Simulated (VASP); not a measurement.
A run of VASP 6.6.1 is set up as follows.

The input POSCAR:

```
AlN
1.0
    0.0000000000      2.0345180000      2.0345180000
    2.0345180000      0.0000000000      2.0345180000
    2.0345180000      2.0345180000      0.0000000000
Al N
1 1
Direct
    0.5000000000      0.5000000000      0.5000000000
    0.0000000000      0.0000000000      0.0000000000
```

INCAR.step1

```
SYSTEM = AlN
  ALGO = Normal
  EDIFF = 1E-5
  ENCUT = 660
  GGA = PE
  GGA_COMPAT = .FALSE.
  ISMEAR = 0
  LASPH = .TRUE.
  LCHARG = .FALSE.
  LREAL = .FALSE.
  LWAVE = .TRUE.
  NBANDS = 11
  NELM = 120
  PREC = Accurate
  SIGMA = 0.1
```

File INCAR.step2:

```
SYSTEM = AlN
  ALGO = Normal
  BPARAM = 11.95
  CPARAM = 0.0093
  EDIFF = 1E-6
  ENCUT = 660
  GGA_COMPAT = .FALSE.
  ISIF = 2
  ISMEAR = 0
  ISTART = 1
  IVDW_NL = 2
  LASPH = .TRUE.
  LCHARG = .TRUE.
  LELF = .TRUE.
  LMIXTAU = .TRUE.
  LREAL = .FALSE.
  LUSE_VDW = .TRUE.
  LVHAR = .TRUE.
  LWAVE = .FALSE.
  METAGGA = R2SCAN
  NBANDS = 11
  NELM = 120
  PREC = Accurate
  SIGMA = 0.1
```

File KPOINTS:

```
k-points
0
G
  8 8 8
  0 0 0
```

Potentials or basis: VASP PAW PBE potentials, release 64 (Al, N).

The run is started by

```bash
$ cat potpaw_PBE.64/Al/POTCAR potpaw_PBE.64/N/POTCAR > POTCAR
$ cp INCAR.step1 INCAR
$ mpirun -np 1 vasp_std > vasp.out
$ cp INCAR.step2 INCAR
$ mpirun -np 1 vasp_std > vasp.out
```

Question: Predict the band gap on the k mesh.

Answer: 5.27 eV (least direct gap 6.21 eV).

Question: Estimate the pressure.

Answer: -7.6 GPa.

Caveat: the cell stands under tension; the PAW data sets were made with another functional, which shifts forces and pressure a little. A k mesh can miss the band edges.
